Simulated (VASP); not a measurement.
Here is a VASP 6.6.1 calculation.

INCAR

```
ALGO = Normal
EDIFF = 1E-7
ENCUT = 520
GGA = PE
ISIF = 2
ISMEAR = 0
LASPH = T
LCHARG = F
LREAL = F
LWAVE = F
NBANDS = 20
NELM = 100
PREC = Accurate
SIGMA = 0.1
```

Contents of KPOINTS:

```
k-points
0
Gamma
  4 4 4
```

POSCAR

```
LiAl4O
1.0
    2.4954046200     -4.1954064600      0.0000000000
    2.4954046200      4.1954064600      0.0000000000
    0.0000000000      0.0000000000      4.0244327700
Li Al O
1 4 1
Direct
    0.0000000000      0.0000000000      0.5000000000
    0.1683408000      0.8316592000      0.0000000000
    0.8316592000      0.1683408000      0.0000000000
    0.0000000000      0.5000000000      0.5000000000
    0.5000000000      0.0000000000      0.5000000000
    0.5000000000      0.5000000000      0.0000000000
```

Potentials or basis: VASP PAW PBE potentials, release 64 (Li_sv, Al, O).

Run with:

```bash
$ cat potpaw_PBE.64/Li_sv/POTCAR potpaw_PBE.64/Al/POTCAR potpaw_PBE.64/O/POTCAR > POTCAR
$ mpirun -np 1 vasp_std > vasp.out
```

(1) Estimate the largest force.

## Answers

(1) 0.582 eV/Å.

Caveat: the k points lie up to 0.39 Å⁻¹ apart; an odd number of electrons without spin polarisation forces a metal; a magnetic or distorted state may lie lower.
